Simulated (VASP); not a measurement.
Input of a VASP 6.6.1 run:

INCAR

```
PREC = Accurate ; ENCUT = 520
EDIFF = 1E-7 ; ISMEAR = 0
SIGMA = 0.05 ; LREAL = F
LASPH = T ; NELM = 80
ALGO = Normal ; ISIF = 2
LWAVE = F ; LCHARG = F
GGA = PS ; NBANDS = 16
```

The input KPOINTS:

```
Automatic mesh
0
Gamma
  18 18 10
```

Contents of POSCAR:

```
Ir
1.0
    2.7190594616      0.0000000029      0.0000000000
   -1.3595297333      2.3547745668      0.0000000000
    0.0000000000      0.0000000000      4.4070469107
Ir
2
Direct
    0.6666666667      0.3333333333      0.7500000000
    0.3333333333      0.6666666667      0.2500000000
```

Potentials or basis: VASP PAW PBE potentials, release 64 (Ir).

Launch:

```console
$ cat potpaw_PBE.64/Ir/POTCAR > POTCAR
$ mpirun -np 1 vasp_std > vasp.out
```

Question: Estimate the pressure.

Answer: 1.0 GPa.

Question: Estimate the band gap on the k mesh.

Answer: Zero (bands 9 and 10 overlap by 3.38 eV).

Caveat: the PAW data sets were made with another functional, which shifts forces and pressure a little; spin-orbit coupling is left out, which moves the levels of the heavy elements.
